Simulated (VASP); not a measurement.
Wanted: the native input for a VASP 6.6.1 run.

| Quantity | Value |
| --- | --- |
| Task | single point |
| Functional | PBE |
| Potentials or basis | VASP PAW PBE potentials, release 64 (C, O, H) |
| Cutoff | 520 eV |
| k mesh | 2 × 2 × 1 |
| Occupations | fermi-dirac, width 0.05 eV |
| Spin | no spin polarisation |
| Dipole correction | no |
| Further INCAR settings | LREAL = Auto; ALGO = Normal; EDIFF = 1e-07; NBANDS = 91 |

The structure of H2C32O lies in POSCAR:

```
H2C32O
1.0
    9.8640000000      0.0000000000      0.0000000000
   -4.9320000000      8.5424750000      0.0000000000
    0.0000000000      0.0000000000     13.0000000000
C O H
32 1 2
Direct
   -0.0005647102     -0.0004408558      0.0612585385
    0.1661036703      0.0829376732      0.0612142308
   -0.0005414625      0.2496585591      0.0612623077
    0.1661506489      0.3329963506      0.0612133846
   -0.0005550480      0.4996697093      0.0611771538
    0.1660921117      0.5829599735      0.0611584615
   -0.0005836355      0.7496021937      0.0611789231
    0.1660745452      0.8329290984      0.0611788462
    0.2494071396     -0.0004146339      0.0612022308
    0.4160589643      0.0829324054      0.0612272308
    0.2494383840      0.2496202798      0.0611973077
    0.4160913081      0.3329670851      0.0611993077
    0.2494389440      0.4996503941      0.0611756154
    0.4160846575      0.5829523645      0.0611630769
    0.2494054470      0.7496026620      0.0611669231
    0.4160545041      0.8329099002      0.0611962308
    0.4993479453     -0.0004379293      0.0612566154
    0.6660319400      0.0828929555      0.0613083077
    0.4993902300      0.2496119684      0.0612405385
    0.6660530450      0.3329868686      0.0612917692
    0.4994147357      0.4996234698      0.0611786923
    0.6660714270      0.5829508427      0.0611858462
    0.4993977786      0.7495956383      0.0611717692
    0.6660431877      0.8328862537      0.0611876154
    0.7493573382     -0.0004702384      0.0612501538
    0.9160714122      0.0829055982      0.0612941538
    0.7494102033      0.2496377221      0.0613320000
    0.9161204440      0.3330229237      0.0612410769
    0.7494201407      0.4996466481      0.0612214615
    0.9160846127      0.5829577494      0.0611799231
    0.7494019894      0.7495949359      0.0611803077
    0.9160638034      0.8328988964      0.0612103846
    0.8554287654      0.1739435000      0.3446131538
    0.7824890721      0.1877985010      0.3020851538
    0.9212499774      0.1602130530      0.2951710769
```

These files were run (other wordings do the same):

INCAR

```
PREC = Accurate
ENCUT = 520
EDIFF = 1E-7
ISMEAR = -1
SIGMA = 0.05
LREAL = Auto
LASPH = T
NELM = 60
ALGO = Normal
ISIF = 2
LWAVE = F
LCHARG = T
GGA = PE
LELF = T
LVHAR = T
NBANDS = 91
```

KPOINTS

```
Automatic mesh
0
Gamma
  2 2 1
```

Potentials or basis: VASP PAW PBE potentials, release 64 (C, O, H).

The run is started by

```sh
$ cat potpaw_PBE.64/C/POTCAR potpaw_PBE.64/O/POTCAR potpaw_PBE.64/H/POTCAR > POTCAR
$ mpirun -np 1 vasp_std > vasp.out
```

It gave:

| Item | Value |
| --- | --- |
| Largest force | 0.142 eV/Å |
| Band gap on the k mesh | 1.96 eV |

Caveat: there is no dipole correction, which matters where the two faces differ.

It took 18 min on 1 thread of Intel(R) Xeon(R) Platinum 8559C (Emerald Rapids), with other jobs on the host, peak memory 1.3 GiB.
